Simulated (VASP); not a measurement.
Input of a VASP 6.6.1 run:

The input INCAR:

```
PREC = Accurate
ENCUT = 520
EDIFF = 1E-6
ISMEAR = -1
SIGMA = 0.05
LREAL = F
LASPH = T
NELM = 60
ALGO = Normal
ISIF = 2
LWAVE = F
LCHARG = T
GGA = PS
IVDW = 12
LELF = T
LVHAR = T
NBANDS = 21
```

File KPOINTS:

```
regular mesh
0
Gamma
  7 7 7
```

Contents of POSCAR:

```
Sn
1.0
    0.0000000000      3.2356555410      3.2356555410
    3.2356555410      0.0000000000      3.2356555410
    3.2356555410      3.2356555410      0.0000000000
Sn
2
Direct
    0.7500000000      0.7500000000      0.7500000000
    0.5000000000      0.5000000000      0.5000000000
```

Potentials or basis: VASP PAW PBE potentials, release 64 (Sn_d).

Command:

```bash
$ cat potpaw_PBE.64/Sn_d/POTCAR > POTCAR
$ mpirun -np 1 vasp_std > vasp.out
```

Problem. What does it give for the dispersion energy per atom?

Solution. -0.316 eV.

Problem. Estimate the pressure.

Solution. -0.1 GPa.

Problem. Predict the band gap on the k mesh.

Solution. Zero (bands 14 and 15 overlap by 0.10 eV).

Caveat: the PAW data sets were made with another functional, which shifts forces and pressure a little; spin-orbit coupling is left out, which moves the levels of the heavy elements.
